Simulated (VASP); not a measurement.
Here is a VASP 6.6.1 calculation.

The input INCAR:

```
PREC = Accurate
ENCUT = 520
EDIFF = 1E-6
ISMEAR = 0
SIGMA = 0.01
LREAL = F
LASPH = T
NELM = 80
ALGO = Normal
ISIF = 2
LWAVE = F
LCHARG = T
LELF = T
LVHAR = T
NBANDS = 11
```

KPOINTS

```
Automatic mesh
0
Gamma
  12 12 12
```

Contents of POSCAR:

```
BP
1.0
    0.0000000000      2.1021391087      2.1021391087
    2.1021391087      0.0000000000      2.1021391087
    2.1021391087      2.1021391087      0.0000000000
B P
1 1
Direct
    0.0000000000      0.0000000000      0.0000000000
    0.7500000000      0.7500000000      0.7500000000
```

Potentials or basis: VASP PAW LDA potentials, release 64 (B, P).

Command:

```console
$ cat potpaw_LDA.64/B/POTCAR potpaw_LDA.64/P/POTCAR > POTCAR
$ mpirun -np 1 vasp_std > vasp.out
```

Problem. Predict the pressure.

Solution. 49.7 GPa.

Problem. Predict the band gap on the k mesh.

Solution. 0.85 eV, indirect (least direct gap 3.87 eV).

A k mesh can miss the band edges. LDA gaps usually lie below the measured ones, often by a third to a half.
